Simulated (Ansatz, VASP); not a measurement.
# La: VASP beside Ansatz

Contents of INCAR:

```
  PREC = Accurate
  ENCUT = 520
  EDIFF = 1E-8
  ISMEAR = -1
  SIGMA = 0.05
  LREAL = False
  LASPH = True
  NELM = 60
  ALGO = Normal
  ISIF = 2
  LWAVE = False
  LCHARG = False
  GGA = PE
  LEFG = True
  NBANDS = 12
```

File KPOINTS:

```
Automatic mesh
0
Gamma
  11 11 11
```

The input POSCAR:

```
La
1.0
    0.0000000000      2.6828461013      2.6828461013
    2.6828461013      0.0000000000      2.6828461013
    2.6828461013      2.6828461013      0.0000000000
La
1
Direct
    0.0000000000      0.0000000000      0.0000000000
```

Input for Ansatz:

```yaml
crystal:
  lattice:
    - [0.0, 2.6828461013, 2.6828461013]
    - [2.6828461013, 0.0, 2.6828461013]
    - [2.6828461013, 2.6828461013, 0.0]
  atoms:
    - { symbol: La, position: [0.0, 0.0, 0.0] }
kpoints:
  mp_grid: { grid: [11, 11, 11] }
scf:
  occupations: { method: fermi_dirac, width: 0.05 }
hamiltonian:
  xc: pbe
  pseudopotentials: { kind: paw }
output:
  forces: true
  stress: true
  eigenvalues: true
  efg: { contact_densities: true }
```

Change from the starting cell: volume scaled by 1.04, PAW files.

Alike in both runs: task electric field gradients; functional PBE; k mesh 11 × 11 × 11; occupations fermi-dirac, width 0.05 eV; no spin polarisation.

```csv
,VASP,Ansatz
version,VASP 6.6.1,Ansatz 0.2.0
potentials or method,"VASP PAW PBE potentials, release 64 (La)","PAW with Ansatz's default frozen-core files, scalar-relativistic"
plane-wave cutoff (eV),520,420
valence electrons in the cell,11,11
```

```csv
,VASP,Ansatz,Ansatz less VASP
pressure (GPa),-1.0,-1.1,-0.05
```

The functional is the same, so the differences come from potentials, cutoffs and numerics.

Spin-orbit coupling is off throughout.
